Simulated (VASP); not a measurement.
Crystal: SbSe2.

```xyz
3
Lattice="0.0000 3.5704 3.5704 3.5704 0.0000 3.5704 3.5704 3.5704 0.0000" Properties=species:S:1:pos:R:3 pbc="T T T"
Sb    0.0000    0.0000    0.0000
Se    1.7852    1.7852    1.7852
Se    5.3555    5.3555    5.3555
```

| Quantity | Value |
| --- | --- |
| Program | VASP 6.6.1 |
| Task | relaxation of cell and atoms |
| Functional | PBE |
| Potentials or basis | VASP PAW PBE potentials, release 64 (Sb, Se) |
| Cutoff | 600 eV |
| k mesh | 4 × 4 × 4 |
| Occupations | gaussian, width 0.1 eV |
| Spin | no spin polarisation |

At the start: pressure -4.5 GPa; volume 30.34 Å³/atom.

Question: How do energy, volume and symmetry change on relaxing?

Answer: Over 3 steps the energy falls by 45.3 meV/atom and the volume is 27.38 Å³/atom (-9.8 %); space group Fm-3m (No. 225, to 0.05 Å).

Step by step:
| step | energy change (eV) | largest force (eV/Å) | pressure (GPa) | volume (Å³) |
| --- | --- | --- | --- | --- |
| 1 | 0.0000 | 0.0000 | -4.49 | 91.03 |
| 2 | -0.1283 | 0.0000 | 1.33 | 80.28 |
| 3 | -0.1360 | 0.0000 | 0.02 | 82.14 |

Final structure:
```
Sb Se
1.0
     0.00000    3.45023    3.45023
     3.45023    0.00000    3.45023
     3.45023    3.45023    0.00000
Sb Se
1 2
Direct
  0.00000 0.00000 0.00000
  0.25000 0.25000 0.25000
  0.75000 0.75000 0.75000
```

Caveat: the k points lie up to 0.39 Å⁻¹ apart in the final cell.
